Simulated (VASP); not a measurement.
Here is a VASP 6.6.1 calculation.

Contents of INCAR:

```
PREC = Accurate
ENCUT = 520
EDIFF = 1E-7
ISMEAR = 0
SIGMA = 0.1
LREAL = F
LASPH = T
NELM = 150
ALGO = Normal
ISIF = 2
LWAVE = F
LCHARG = T
ISPIN = 2
MAGMOM = 1 1 1 1 1 1
LORBIT = 11
LMAXMIX = 4
GGA = PE
LELF = T
LVHAR = T
NBANDS = 46
```

The input KPOINTS:

```
regular mesh
0
Gamma
  6 6 2
```

File POSCAR:

```
Ir2Rh
1.0
    2.7617700822      0.0000000000      0.0000000000
   -1.3808850411      2.3917630506      0.0000000000
    0.0000000000      0.0000000000     13.1224609175
Ir Rh
4 2
Direct
    0.3333333333      0.6666666667      0.9157893782
    0.3333333333      0.6666666667      0.2507719545
    0.6666666667      0.3333333333      0.0842106218
    0.6666666667      0.3333333333      0.7492280455
    0.3333333333      0.6666666667      0.5837178283
    0.6666666667      0.3333333333      0.4162821717
```

Potentials or basis: VASP PAW PBE potentials, release 64 (Ir, Rh_pv).

Launch:

```console
$ cat potpaw_PBE.64/Ir/POTCAR potpaw_PBE.64/Rh_pv/POTCAR > POTCAR
$ mpirun -np 1 vasp_std > vasp.out
```

Question: Predict the band gap on the k mesh.

Answer: Zero (filled and empty bands overlap).

Question: Estimate the pressure.

Answer: 0.2 GPa.

Question: Estimate the net moment.

Answer: 0.00 μB per cell.

Question: Predict the largest force.

Answer: 0.036 eV/Å.

Stress tensor (GPa, compression positive):
```
0.17 0.00 0.00
0.00 0.17 0.00
0.00 0.00 0.29
```

Caveat: the k points lie up to 0.44 Å⁻¹ apart, too coarse for converged energies and pressures of a metal; spin-orbit coupling is left out, which moves the levels of the heavy elements.
